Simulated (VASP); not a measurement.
Here is a VASP 6.6.1 calculation.

The input INCAR:

```
SYSTEM = Ga
ALGO = Normal
EDIFF = 1E-6
ENCUT = 520
GGA = PE
ISIF = 2
ISMEAR = 0
LASPH = .TRUE.
LCHARG = .TRUE.
LELF = .TRUE.
LREAL = .FALSE.
LVHAR = .TRUE.
LWAVE = .FALSE.
NBANDS = 12
NELM = 60
PREC = Accurate
SIGMA = 0.028000000000000004
```

The input KPOINTS:

```
k-points
0
G
  10 10 10
  0 0 0
```

Contents of POSCAR:

```
Ga
1.0
    2.7164800000      0.0000000000      0.0000000000
    0.0000000000      2.7164800000      0.0000000000
    0.0000000000      0.0000000000      2.7164800000
Ga
1
Direct
    0.0000000000      0.0000000000      0.0000000000
```

Potentials or basis: VASP PAW PBE potentials, release 64 (Ga_d).

Launch:

```console
$ cat potpaw_PBE.64/Ga_d/POTCAR > POTCAR
$ mpirun -np 1 vasp_std > vasp.out
```

(1) Predict the pressure.

## Answers

(1) 0.5 GPa.
